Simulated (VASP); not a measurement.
# BiPt3 (Pm-3m) in VASP: notebook

The runs below take BiPt3 through single point, with PBE.

Everything below comes from runs of VASP 6.6.1. Logs are shortened: lines on timing, memory, paths and dates and some standing lists are left out, and cuts for length are marked.

**1. The cell of the first run**

Symmetry: Pm-3m, No. 221, cubic system. Conventional cell: a = 4.042 Å, b = 4.042 Å, c = 4.042 Å, α = 90.00°, β = 90.00°, γ = 90.00°. Within 3.8 Å of Bi (site symmetry m-3m) lie 12 Pt at 2.86 Å. Pt (site symmetry 4/mmm) has 4 Bi at 2.86 Å and 8 Pt at 2.86 Å within 3.8 Å.

**2. Single point, PBE**

INCAR

```
ALGO = Normal ; EDIFF = 1E-6
ENCUT = 520 ; GGA = PE
ISIF = 2 ; ISMEAR = 1
LASPH = True ; LCHARG = False
LREAL = False ; LWAVE = False
NBANDS = 30 ; NELM = 100
PREC = Accurate ; SIGMA = 0.1
```

KPOINTS

```
k-points
0
Gamma
  6 6 6
```

POSCAR

```
BiPt3
1.0
    4.0420164812      0.0000000000      0.0000000000
    0.0000000000      4.0420164812      0.0000000000
    0.0000000000      0.0000000000      4.0420164812
Bi Pt
1 3
Direct
    0.0000000000      0.0000000000      0.0000000000
    0.0000000000      0.5000000000      0.5000000000
    0.5000000000      0.0000000000      0.5000000000
    0.5000000000      0.5000000000      0.0000000000
```

Potentials or basis: VASP PAW PBE potentials, release 64 (Bi_d, Pt).

Run with:

```bash
$ cat potpaw_PBE.64/Bi_d/POTCAR potpaw_PBE.64/Pt/POTCAR > POTCAR
$ mpirun -np 1 vasp_std > vasp.out
```

OUTCAR:

```text
EDIFF = 1E-6
   ENCUT = 520
   GGA = PE
   ISIF = 2
   ISMEAR = 1
   LASPH = True
   LREAL = False
   NELM = 100
   PREC = Accurate

 ion  position               nearest neighbor table
   1  0.000  0.000  0.000-   2 2.86   3 2.86   4 2.86   2 2.86   3 2.86   2 2.86   4 2.86   2 2.86
                             3 2.86   4 2.86   3 2.86   4 2.86
   2  0.000  0.500  0.500-   1 2.86   3 2.86   4 2.86   1 2.86   4 2.86   1 2.86   3 2.86   1 2.86
                             3 2.86   4 2.86   4 2.86   3 2.86
   3  0.500  0.000  0.500-   1 2.86   2 2.86   4 2.86   1 2.86   4 2.86   2 2.86   4 2.86   4 2.86
                             1 2.86   2 2.86   1 2.86   2 2.86
   4  0.500  0.500  0.000-   1 2.86   2 2.86   3 2.86   2 2.86   3 2.86   1 2.86   3 2.86   3 2.86
                             1 2.86   2 2.86   2 2.86   1 2.86

  LATTYP: Found a simple cubic cell.
 ALAT       =     4.0420164812

  Lattice vectors:

 A1 = (   4.0420164812,   0.0000000000,   0.0000000000)
 A2 = (   0.0000000000,   4.0420164812,   0.0000000000)
 A3 = (   0.0000000000,   0.0000000000,   4.0420164812)

Analysis of symmetry for initial positions (statically):
=====================================================================
 Subroutine PRICEL returns:
 Original cell was already a primitive cell.

 Routine SETGRP: Setting up the symmetry group for a
 simple cubic supercell.

 Subroutine GETGRP returns: Found 48 space group operations
 (whereof 48 operations were pure point group operations)
 out of a pool of 48 trial point group operations.

The static configuration has the point symmetry O_h .

Analysis of symmetry for dynamics (positions and initial velocities):
=====================================================================
 Subroutine PRICEL returns:
 Original cell was already a primitive cell.

 Routine SETGRP: Setting up the symmetry group for a
 simple cubic supercell.

 Subroutine GETGRP returns: Found 48 space group operations
 (whereof 48 operations were pure point group operations)
 out of a pool of 48 trial point group operations.

The dynamic configuration has the point symmetry O_h .

 Subroutine INISYM returns: Found 48 space group operations
 (whereof 48 operations are pure point group operations),
 and found     1 'primitive' translations

----------------------------------------------------------------------------------------
[... 90 lines left out ...]
   ENCUT  =  520.0 eV  38.22 Ry    6.18 a.u.   7.52  7.52  7.52*2*pi/ulx,y,z
   NELM   =    100;   NELMIN=  2; NELMDL= -5     # of ELM steps
   EDIFF  = 0.1E-05   stopping-criterion for ELM
   LREAL  =      F    real-space projection
   EDIFFG = 0.1E-04   stopping-criterion for IOM
   NSW    =      0    number of steps for IOM
   IBRION =     -1    ionic relax: 0-MD 1-quasi-New 2-CG
   NFREE  =      0    steps in history (QN), initial steepest desc. (CG)
   ISIF   =      2    stress and relaxation
   ISYM   =      2    0-nonsym 1-usesym 2-fastsym
   POTIM  = 0.5000    time-step for ionic-motion
   TEBEG  =    0.0;   TEEND  =   0.0 temperature during run
   PSTRESS=    0.0 pullay stress
   NELECT =      45.0000    total number of electrons
   NUPDOWN=      -1.0000    fix difference up-down
   EMIN   =  10.00;   EMAX   =-10.00  energy-range for DOS
   EFERMI =   0.00;   METHOD = LEGACY
   ISMEAR =     1;   SIGMA  =   0.10  broadening in eV -4-tet -1-fermi 0-gaus
   EFERMI_NEDOS =   21; number of points for ismear=-14 and -15
   IALGO  =     38    algorithm
   IMIX   =      4    mixing-type and parameters
     AMIX     =   0.40;   BMIX     =  1.00
     AMIX_MAG =   1.60;   BMIX_MAG =  1.00
  volume/ion in A,a.u.               =      16.51       111.41
  Fermi-wavevector in a.u.,A,eV,Ry     =   1.440614  2.722365 28.237100  2.075368
  Thomas-Fermi vector in A             =   2.559338
   LORBIT       =      0    0 simple, 1 ext, 2 COOP (PROOUT), +10 PAW based schemes
   GGA     = PE    functional components
   LHFCALC =     F    Hartree Fock is set to
   AEXX    =    0.0000 exact exchange contribution
   IVDW    =     0    specifies the selected vdW correction
   LEPSILON=     F    determine dielectric tensor
   LRPA    =     F    only Hartree local field effects (RPA)
 non-spin polarized calculation
 Methfessel and Paxton  Order N= 1 SIGMA  =   0.10
  energy-cutoff  :      520.00
  volume of cell :       66.04
 maximum number of plane-waves:      1800
   NGX = 15   NGY = 15   NGZ = 15

 number of electron      45.0000001 magnetization

 Free energy of the ion-electron system (eV)
  ---------------------------------------------------
  ext. energy  EPLUGINS =         0.00000000
  ---------------------------------------------------
  free energy    TOTEN  =       -21.67300172 eV

  energy without entropy =      -21.67757870  energy(sigma->0) =      -21.67452738

 E-fermi :  12.3446     XC(G=0): -13.1174

 val. band max:       12.2387228042   @ k =   0.5000   0.3333   0.3333
 cond. band min:      12.3940613060   @ k =   0.5000   0.3333   0.1667
 fundamental gap:      0.1553385018
 Fermi energy:        12.3446342741

 k-point     1 :       0.0000    0.0000    0.0000
  band No.  band energies     occupation
      1     -11.3030      2.00000
      2     -11.3030      2.00000
      3     -11.2813      2.00000
      4     -11.2813      2.00000
      5     -11.2813      2.00000
      6      -1.9720      2.00000
[... 649 lines left out ...]
     29      23.4179      0.00000
     30      23.4179      0.00000

------------------------ aborting loop because EDIFF is reached ----------------------------------------

  FORCE on cell =-STRESS in cart. coord.  units (eV):
  Direction    XX          YY          ZZ          XY          YZ          ZX
  --------------------------------------------------------------------------------------
  -------------------------------------------------------------------------------------
  Total        8.3077745      8.3077745      8.3077745      0.0000000      0.0000000      0.0000000
  in kB      201.5584651    201.5584651    201.5584651      0.0000000      0.0000000      0.0000000
  external PRESSURE =     201.5584651 kB  Pullay stress =       0.0000000 kB

 VOLUME and BASIS-vectors are now :
 -----------------------------------------------------------------------------
  energy-cutoff  :      520.00
  volume of cell :       66.04
      direct lattice vectors                 reciprocal lattice vectors
     4.042016481  0.000000000  0.000000000     0.247401267  0.000000000  0.000000000
     0.000000000  4.042016481  0.000000000     0.000000000  0.247401267  0.000000000
     0.000000000  0.000000000  4.042016481     0.000000000  0.000000000  0.247401267

 POSITION                                       TOTAL-FORCE (eV/Angst)
 -----------------------------------------------------------------------------------
      0.00000      0.00000      0.00000         0.000000      0.000000      0.000000
      0.00000      2.02101      2.02101         0.000000      0.000000      0.000000
      2.02101      0.00000      2.02101         0.000000      0.000000      0.000000
      2.02101      2.02101      0.00000         0.000000      0.000000      0.000000
 -----------------------------------------------------------------------------------
    total drift:                                0.000000      0.000000     -0.000000

  FREE ENERGIE OF THE ION-ELECTRON SYSTEM (eV)
  ---------------------------------------------------
  free  energy   TOTEN  =       -21.6730017248 eV

  energy  without entropy=      -21.6775786957  energy(sigma->0) =      -21.67452738
```

OSZICAR:

```text
N       E                     dE             d eps       ncg     rms          rms(c)
DAV:   1     0.424278318018E+03    0.42428E+03   -0.21886E+04  1200   0.170E+03
DAV:   2     0.122280853601E+02   -0.41205E+03   -0.39115E+03  1244   0.457E+02
DAV:   3    -0.213166735522E+02   -0.33545E+02   -0.31765E+02  1382   0.124E+02
DAV:   4    -0.223150557752E+02   -0.99838E+00   -0.99531E+00  1352   0.210E+01
DAV:   5    -0.223479549147E+02   -0.32899E-01   -0.32896E-01  1578   0.409E+00    0.180E+01
DAV:   6    -0.217796144746E+02    0.56834E+00   -0.15158E+00  1332   0.781E+00    0.100E+01
DAV:   7    -0.216821556639E+02    0.97459E-01   -0.12705E-01  1518   0.377E+00    0.380E+00
DAV:   8    -0.216744652550E+02    0.76904E-02   -0.32447E-02  1388   0.118E+00    0.337E-01
DAV:   9    -0.216730388835E+02    0.14264E-02   -0.76376E-03  1456   0.930E-01    0.433E-02
DAV:  10    -0.216729985888E+02    0.40295E-04   -0.44383E-04  1564   0.232E-01    0.192E-02
DAV:  11    -0.216730016532E+02   -0.30644E-05   -0.15344E-05  1384   0.276E-02    0.267E-03
DAV:  12    -0.216730017248E+02   -0.71534E-07   -0.10955E-06   882   0.117E-02
   1 F= -.21673002E+02 E0= -.21674527E+02  d E =0.457697E-02
```

stdout:

```text
POSCAR found type information on POSCAR BiPt
 POSCAR found :  2 types and       4 ions
 scaLAPACK will be used
 LDA part: xc-table for (Slater+PW92), standard interpolation
 POSCAR, INCAR and KPOINTS ok, starting setup
 FFT: planning ... GRIDC
 FFT: planning ... GRID_SOFT
 FFT: planning ... GRID
 WAVECAR not read
 entering main loop
```

Run time: 21 s. Hardware: 1 thread of Intel Xeon Platinum 8488C (Sapphire Rapids), shared host; peak memory 0.18 GiB.

Results:

```yaml
Free_energy: -21.6730 eV
Pressure: 20.2 GPa
```

Caveat: spin-orbit coupling is left out, which moves the levels of the heavy elements.

**3. Single point, PBE**

This run uses another cell than the first one, of 16.97 Å³/atom, 1.028 times its volume.

INCAR

```
SYSTEM = BiPt3
ALGO     = Normal         ! electronic algorithm
EDIFF    = 1E-7           ! SCF threshold, eV
ENCUT    = 520            ! plane-wave cutoff, eV
GGA      = PE             ! functional
ISIF     = 2              ! what is computed and relaxed
ISMEAR   = 1              ! smearing method
LASPH    = .TRUE.         ! aspherical terms in the spheres
LCHARG   = .TRUE.         ! write CHGCAR
LELF     = .TRUE.         ! ELF
LREAL    = .FALSE.        ! projectors in reciprocal space
LVHAR    = .TRUE.       
LWAVE    = .FALSE.        ! write WAVECAR
NBANDS   = 30             ! bands
NELM     = 60             ! most SCF steps
PREC     = Accurate       ! precision mode
SIGMA    = 0.1            ! smearing width, eV
```

KPOINTS

```
k-points
0
G
  6 6 6
  0 0 0
```

POSCAR

```
BiPt3
1.0
    4.0791012727      0.0000000000      0.0000000000
    0.0000000000      4.0791012727      0.0000000000
    0.0000000000      0.0000000000      4.0791012727
Bi Pt
1 3
Direct
    0.0000000000      0.0000000000      0.0000000000
    0.0000000000      0.5000000000      0.5000000000
    0.5000000000      0.0000000000      0.5000000000
    0.5000000000      0.5000000000      0.0000000000
```

Potentials or basis: VASP PAW PBE potentials, release 64 (Bi_d, Pt).

Run with:

```bash
$ cat potpaw_PBE.64/Bi_d/POTCAR potpaw_PBE.64/Pt/POTCAR > POTCAR
$ mpirun -np 1 vasp_std > vasp.out
```

Wall time 25 s (1 thread of Intel Xeon Platinum 8488C (Sapphire Rapids), shared host); peak memory 0.18 GiB.

The run converged. Its results:

* Free energy: -21.8653 eV
* Pressure: 13.4 GPa

Levels at points of the mesh, in eV from the Fermi level:
```tsv
k point	band 20	band 21	band 22	band 23	band 24	band 25
(0.00, 0.00, 0.00)	-1.42	-0.64	-0.49	-0.13	-0.13	-0.13
(0.50, 0.00, 0.00)	-2.51	-1.32	-0.45	-0.13	2.65	2.65
(0.50, 0.50, 0.00)	-2.27	-2.12	-2.00	0.46	0.46	3.36
(0.50, 0.50, 0.50)	-2.21	-1.43	-0.90	-0.55	-0.55	-0.55
```

Caveat: spin-orbit coupling is left out, which moves the levels of the heavy elements.

**4. Single point, PBE**

This run uses another cell than the first one, of 17.43 Å³/atom, 1.056 times its volume.

INCAR

```
SYSTEM = BiPt3
PREC = Accurate ; ENCUT = 520
EDIFF = 1E-7 ; ISMEAR = 1
SIGMA = 0.1 ; LREAL = .False.
LASPH = .True. ; NELM = 100
ALGO = Normal ; ISIF = 2
LWAVE = .False. ; LCHARG = .False.
GGA = PE ; NBANDS = 30
```

KPOINTS

```
regular mesh
0
Gamma
  6 6 6
  0 0 0
```

POSCAR

```
BiPt3
1.0
    4.1155237470      0.0000000000      0.0000000000
    0.0000000000      4.1155237470      0.0000000000
    0.0000000000      0.0000000000      4.1155237470
Bi Pt
1 3
Direct
    0.0000000000      0.0000000000      0.0000000000
    0.0000000000      0.5000000000      0.5000000000
    0.5000000000      0.0000000000      0.5000000000
    0.5000000000      0.5000000000      0.0000000000
```

Potentials or basis: VASP PAW PBE potentials, release 64 (Bi_d, Pt).

Run with:

```bash
$ cat potpaw_PBE.64/Bi_d/POTCAR potpaw_PBE.64/Pt/POTCAR > POTCAR
$ mpirun -np 1 vasp_std > vasp.out
```

OUTCAR:

```text
SYSTEM = BiPt3
   PREC = Accurate
   ENCUT = 520
   EDIFF = 1E-7
   ISMEAR = 1
   LREAL = .False.
   LASPH = .True.
   NELM = 100
   ISIF = 2
   GGA = PE

 ion  position               nearest neighbor table
   1  0.000  0.000  0.000-   2 2.91   3 2.91   4 2.91   2 2.91   3 2.91   2 2.91   4 2.91   2 2.91
                             3 2.91   4 2.91   3 2.91   4 2.91
   2  0.000  0.500  0.500-   1 2.91   3 2.91   4 2.91   1 2.91   4 2.91   1 2.91   3 2.91   1 2.91
                             3 2.91   4 2.91   4 2.91   3 2.91
   3  0.500  0.000  0.500-   1 2.91   2 2.91   4 2.91   1 2.91   4 2.91   2 2.91   4 2.91   4 2.91
                             1 2.91   2 2.91   1 2.91   2 2.91
   4  0.500  0.500  0.000-   1 2.91   2 2.91   3 2.91   2 2.91   3 2.91   1 2.91   3 2.91   3 2.91
                             1 2.91   2 2.91   2 2.91   1 2.91

  LATTYP: Found a simple cubic cell.
 ALAT       =     4.1155237470

  Lattice vectors:

 A1 = (   4.1155237470,   0.0000000000,   0.0000000000)
 A2 = (   0.0000000000,   4.1155237470,   0.0000000000)
 A3 = (   0.0000000000,   0.0000000000,   4.1155237470)

Analysis of symmetry for initial positions (statically):
=====================================================================
 Subroutine PRICEL returns:
 Original cell was already a primitive cell.

 Routine SETGRP: Setting up the symmetry group for a
 simple cubic supercell.

 Subroutine GETGRP returns: Found 48 space group operations
 (whereof 48 operations were pure point group operations)
 out of a pool of 48 trial point group operations.

The static configuration has the point symmetry O_h .

Analysis of symmetry for dynamics (positions and initial velocities):
=====================================================================
 Subroutine PRICEL returns:
 Original cell was already a primitive cell.

 Routine SETGRP: Setting up the symmetry group for a
 simple cubic supercell.

 Subroutine GETGRP returns: Found 48 space group operations
 (whereof 48 operations were pure point group operations)
 out of a pool of 48 trial point group operations.

[... 120 lines left out ...]
  volume/ion in A,a.u.               =      17.43       117.60
  Fermi-wavevector in a.u.,A,eV,Ry     =   1.414883  2.673741 27.237424  2.001894
  Thomas-Fermi vector in A             =   2.536379
   LORBIT       =      0    0 simple, 1 ext, 2 COOP (PROOUT), +10 PAW based schemes
   GGA     = PE    functional components
   LHFCALC =     F    Hartree Fock is set to
   AEXX    =    0.0000 exact exchange contribution
   IVDW    =     0    specifies the selected vdW correction
   LEPSILON=     F    determine dielectric tensor
   LRPA    =     F    only Hartree local field effects (RPA)
 non-spin polarized calculation
 Methfessel and Paxton  Order N= 1 SIGMA  =   0.10
  energy-cutoff  :      520.00
  volume of cell :       69.71
 maximum number of plane-waves:      1924
 NGX is ok and might be reduce to    32
   NGX = 15   NGY = 15   NGZ = 15

 number of electron      44.9999980 magnetization

 Free energy of the ion-electron system (eV)
  ---------------------------------------------------
  ext. energy  EPLUGINS =         0.00000000
  ---------------------------------------------------
  free energy    TOTEN  =       -21.98589405 eV

  energy without entropy =      -21.98697249  energy(sigma->0) =      -21.98625353

 E-fermi :  11.3012     XC(G=0): -12.8014

 val. band max:       11.2739013719   @ k =   0.5000   0.3333   0.3333
 cond. band min:      11.3048333216   @ k =   0.3333   0.0000   0.0000
 fundamental gap:      0.0309319498
 Fermi energy:        11.3012320193

 k-point     1 :       0.0000    0.0000    0.0000
  band No.  band energies     occupation
      1     -12.1432      2.00000
      2     -12.1432      2.00000
      3     -12.1255      2.00000
      4     -12.1255      2.00000
      5     -12.1255      2.00000
      6      -2.4250      2.00000
[... 649 lines left out ...]
     29      22.3925      0.00000
     30      22.3925      0.00000

------------------------ aborting loop because EDIFF is reached ----------------------------------------

  FORCE on cell =-STRESS in cart. coord.  units (eV):
  Direction    XX          YY          ZZ          XY          YZ          ZX
  --------------------------------------------------------------------------------------
  -------------------------------------------------------------------------------------
  Total        3.3264482      3.3264482      3.3264482      0.0000000      0.0000000     -0.0000000
  in kB       76.4567813     76.4567813     76.4567813      0.0000000      0.0000000     -0.0000000
  external PRESSURE =      76.4567813 kB  Pullay stress =       0.0000000 kB

 VOLUME and BASIS-vectors are now :
 -----------------------------------------------------------------------------
  energy-cutoff  :      520.00
  volume of cell :       69.71
      direct lattice vectors                 reciprocal lattice vectors
     4.115523747  0.000000000  0.000000000     0.242982440  0.000000000  0.000000000
     0.000000000  4.115523747  0.000000000     0.000000000  0.242982440  0.000000000
     0.000000000  0.000000000  4.115523747     0.000000000  0.000000000  0.242982440

 POSITION                                       TOTAL-FORCE (eV/Angst)
 -----------------------------------------------------------------------------------
      0.00000      0.00000      0.00000         0.000000      0.000000      0.000000
      0.00000      2.05776      2.05776         0.000000      0.000000      0.000000
      2.05776      0.00000      2.05776         0.000000      0.000000      0.000000
      2.05776      2.05776      0.00000         0.000000      0.000000      0.000000
 -----------------------------------------------------------------------------------
    total drift:                                0.000000     -0.000000     -0.000000

  FREE ENERGIE OF THE ION-ELECTRON SYSTEM (eV)
  ---------------------------------------------------
  free  energy   TOTEN  =       -21.9858940547 eV

  energy  without entropy=      -21.9869724924  energy(sigma->0) =      -21.98625353
```

It took 20 s on 1 thread of Intel Xeon Platinum 8488C (Sapphire Rapids), shared host; peak memory 0.19 GiB.

Results:

```yaml
Free_energy: -21.9859 eV
Pressure: 7.6 GPa
```

Levels at points of the mesh, in eV from the Fermi level:
| k point | band 18 | band 19 | band 20 | band 21 | band 22 | band 23 | band 24 | band 25 | band 26 | band 27 |
| --- | --- | --- | --- | --- | --- | --- | --- | --- | --- | --- |
| (0.00, 0.00, 0.00) | -2.14 | -1.36 | -1.36 | -0.61 | -0.61 | -0.13 | -0.13 | -0.13 | 5.38 | 5.38 |
| (0.50, 0.00, 0.00) | -2.48 | -2.48 | -2.39 | -1.26 | -0.49 | -0.12 | 2.60 | 2.60 | 4.88 | 4.88 |
| (0.50, 0.50, 0.00) | -2.68 | -2.61 | -2.16 | -2.05 | -1.90 | 0.45 | 0.45 | 3.33 | 4.98 | 6.20 |
| (0.50, 0.50, 0.50) | -2.57 | -2.12 | -2.12 | -1.46 | -0.76 | -0.53 | -0.53 | -0.53 | 2.98 | 2.98 |

Caveat: spin-orbit coupling is left out, which moves the levels of the heavy elements.

**5. Overview**

| cell | gap on the mesh (eV) | pressure (GPa) |
| --- | --- | --- |
| a = 4.042 Å, 4 atoms | none | 20.2 |
| a = 4.079 Å, 4 atoms | none | 13.4 |
| a = 4.116 Å, 4 atoms | none | 7.6 |

Alike in all rows: task single point; level PBE; potentials or basis VASP PAW PBE potentials, release 64 (Bi_d, Pt); no spin polarisation; k mesh 6 × 6 × 6; cutoff (eV) 520; smearing methfessel-paxton 0.1 eV.

Caveats: spin-orbit coupling is left out, which moves the levels of the heavy elements.

Total energies depend on the potentials used, so only differences within one code and one set of settings carry meaning.
